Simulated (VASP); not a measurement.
Here is a VASP 6.6.1 calculation.

File INCAR:

```
ALGO = Normal
EDIFF = 1E-6
ENCUT = 520
GGA = PE
ISIF = 2
ISMEAR = 1
LASPH = True
LCHARG = True
LELF = True
LREAL = False
LVHAR = True
LWAVE = False
NBANDS = 16
NELM = 60
PREC = Accurate
SIGMA = 0.1
```

KPOINTS

```
k-points
0
Gamma
  11 11 10
```

File POSCAR:

```
WC
1.0
    2.9219329276      0.0000000000      0.0000000000
   -1.4609664638      2.5304681435      0.0000000000
    0.0000000000      0.0000000000      2.8473091556
W C
1 1
Direct
    0.0000000000      0.0000000000      0.0000000000
    0.6666666667      0.3333333333      0.5000000000
```

Potentials or basis: VASP PAW PBE potentials, release 64 (W_sv, C).

Launch:

```sh
$ cat potpaw_PBE.64/W_sv/POTCAR potpaw_PBE.64/C/POTCAR > POTCAR
$ mpirun -np 1 vasp_std > vasp.out
```

Question: Estimate the pressure.

Answer: 1.1 GPa.

Question: What does it give for the band gap on the k mesh?

Answer: Zero (band 9 reaches 11.51 eV, above the bottom of band 10 at 10.31 eV).

Stress tensor (GPa, compression positive):
```
0.99 0.00 0.00
0.00 0.99 0.00
0.00 0.00 1.28
```

Caveat: spin-orbit coupling is left out, which moves the levels of the heavy elements.
